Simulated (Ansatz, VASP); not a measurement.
# One calculation of Al2Cu, two programs

```
Al Cu
1.0
    -2.02078    2.02078    2.95877
     2.02078   -2.02078    2.95877
     2.02078    2.02078   -2.95877
Al Cu
2 1
Direct
  0.75000 0.25000 0.50000
  0.25000 0.75000 0.50000
  0.50000 0.50000 0.00000
```

Change from the starting cell: strain +e along x and -e along y +0.0000, strain +e along z and -e/2 along x and y +0.0233.

Alike in both runs: task single point; functional PBE; k mesh 14 × 14 × 14; occupations gaussian, width 0.15 eV; no spin polarisation.

```csv
,VASP,Ansatz
version,VASP 6.6.1,Ansatz 0.2.0
potentials or method,"VASP PAW PBE potentials, release 64 (Al, Cu), cutoff 520 eV","scalar-relativistic, plane waves, PAW"
valence electrons in the cell,17,25
```

|  | VASP | Ansatz | Ansatz less VASP |
| --- | --- | --- | --- |
| gap on the k mesh at the Fermi level (eV) | none | none | - |
| pressure (GPa) | 0.3 | 0.1 | -0.19 |
| traceless stress, the component that is largest in VASP (GPa) | -1.94 | -1.96 | -0.020 |

A gap of «none» marks a metal or a gap that the smearing closes. VASP's potentials hold 17 valence electrons a cell and Ansatz's 25, so a difference there can come from the potentials and not from the codes.
